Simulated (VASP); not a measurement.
A run of VASP 6.6.1 is set up as follows.

POSCAR

```
PbO
1.0
    3.9900000000      0.0000000000      0.0000000000
    0.0000000000      3.9900000000      0.0000000000
    0.0000000000      0.0000000000      5.0100000000
Pb O
2 2
Direct
    0.0000000000      0.5000000000      0.2400000000
    0.5000000000      0.0000000000      0.7600000000
    0.0000000000      0.0000000000      0.0000000000
    0.5000000000      0.5000000000      0.0000000000
```

Contents of INCAR.step1:

```
PREC = Accurate
ENCUT = 660
ISMEAR = 0
SIGMA = 0.01
LREAL = F
LASPH = T
NELM = 120
NBANDS = 28
GGA = PE
ALGO = Normal
EDIFF = 1E-5
LWAVE = T
LCHARG = F
GGA_COMPAT = F
```

Contents of INCAR.step2:

```
PREC = Accurate
ENCUT = 660
EDIFF = 1E-6
ISMEAR = 0
SIGMA = 0.01
LREAL = F
LASPH = T
NELM = 120
ALGO = Normal
ISIF = 2
LWAVE = F
LCHARG = F
METAGGA = R2SCAN
LMIXTAU = T
NBANDS = 28
ISTART = 1
GGA_COMPAT = F
```

Contents of KPOINTS:

```
regular mesh
0
Gamma
  2 2 2
```

Potentials or basis: VASP PAW PBE potentials, release 64 (Pb_d, O).

Launch:

```bash
$ cat potpaw_PBE.64/Pb_d/POTCAR potpaw_PBE.64/O/POTCAR > POTCAR
$ cp INCAR.step1 INCAR
$ mpirun -np 1 vasp_std > vasp.out
$ cp INCAR.step2 INCAR
$ mpirun -np 1 vasp_std > vasp.out
```

Question: Predict the band gap on the k mesh.

Answer: 1.44 eV (least direct gap 2.47 eV).

Question: Predict the largest force.

Answer: 0.378 eV/Å.

Stress tensor (GPa, compression positive):
```
 0.10  0.00  0.00
 0.00  0.10  0.00
 0.00  0.00 -0.88
```

Caveat: the k points lie up to 0.79 Å⁻¹ apart; the PAW data sets were made with another functional, which shifts forces and pressure a little; spin-orbit coupling is left out, which moves the levels of the heavy elements. A k mesh can miss the band edges.
